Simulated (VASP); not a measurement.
A run of VASP 6.6.1:

The input INCAR:

```
PREC     = Accurate       # precision mode
ENCUT    = 500            # plane-wave cutoff, eV
EDIFF    = 1E-6           # SCF threshold, eV
ISMEAR   = 0              # smearing method
SIGMA    = 0.2            # smearing width, eV
LREAL    = F              # projectors in reciprocal space
LASPH    = T              # aspherical terms in the spheres
NELM     = 120            # most SCF steps
ALGO     = Normal         # electronic algorithm
ISIF     = 2              # what is computed and relaxed
LWAVE    = F              # write WAVECAR
LCHARG   = T              # write CHGCAR
GGA      = PE             # functional
LELF     = T              # ELF
LVHAR    = T            
NBANDS   = 19             # bands
GGA_COMPAT= F
```

File KPOINTS:

```
Automatic mesh
0
Gamma
  4 4 4
```

File POSCAR:

```
Si4S
1.0
    4.4758657900      0.0000000000      0.0000000000
    0.0000000000      4.4758657900      0.0000000000
    0.0000000000      0.0000000000      4.4758657900
Si S
4 1
Direct
    0.0000000000      0.5000000000      0.5000000000
    0.5000000000      0.0000000000      0.5000000000
    0.5000000000      0.5000000000      0.0000000000
    0.0000000000      0.0000000000      0.0000000000
    0.5000000000      0.5000000000      0.5000000000
```

Potentials or basis: VASP PAW PBE potentials, release 64 (Si, S).

Launch:

```sh
$ cat potpaw_PBE.64/Si/POTCAR potpaw_PBE.64/S/POTCAR > POTCAR
$ mpirun -np 1 vasp_std > vasp.out
```

Hardware: 1 thread of Intel(R) Xeon(R) Platinum 8488C (Sapphire Rapids), on a shared host.

Problem. Estimate the wall time of this run.

Solution. Run time: 13 s on 1 thread of Intel(R) Xeon(R) Platinum 8488C (Sapphire Rapids) (shared host), peak memory 0.2 GiB. Counts: scf iterations 12, k points 10.
